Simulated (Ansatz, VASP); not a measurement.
One calculation of KCl, two programs

```
CELL_PARAMETERS angstrom
0.00000 3.09076 3.16062
3.09076 0.00000 3.16062
3.09076 3.09076 0.00000
ATOMIC_POSITIONS crystal
K 0.00000 0.00000 0.00000
Cl 0.50000 0.50000 0.50000
```

Change from the starting cell: epitaxial_xy strain -1.7%.

Alike in both runs: task single point; functional PBE; k mesh 8 × 8 × 8; occupations fermi-dirac, width 0.02 eV; no spin polarisation.

```csv
,VASP,Ansatz
version,VASP 6.6.1,Ansatz 0.2.0
potentials or method,"VASP PAW PBE potentials, release 64 (K_sv, Cl)","plane waves, PAW"
plane-wave cutoff (eV),520,420
valence electrons in the cell,16,16
```

VASP gave:

```
gap on the k mesh at the Fermi level (eV)                     : 5.29
pressure (GPa)                                                : 1.5
traceless stress, the component that is largest in VASP (GPa) : -0.65
```

Task: Estimate Ansatz's values.

Result: gap on the k mesh at the Fermi level (eV): 5.29; pressure (GPa): 1.4; traceless stress, the component that is largest in VASP (GPa): -0.63.

With one functional, cell and mesh, what is left measures potentials, basis and numerics.
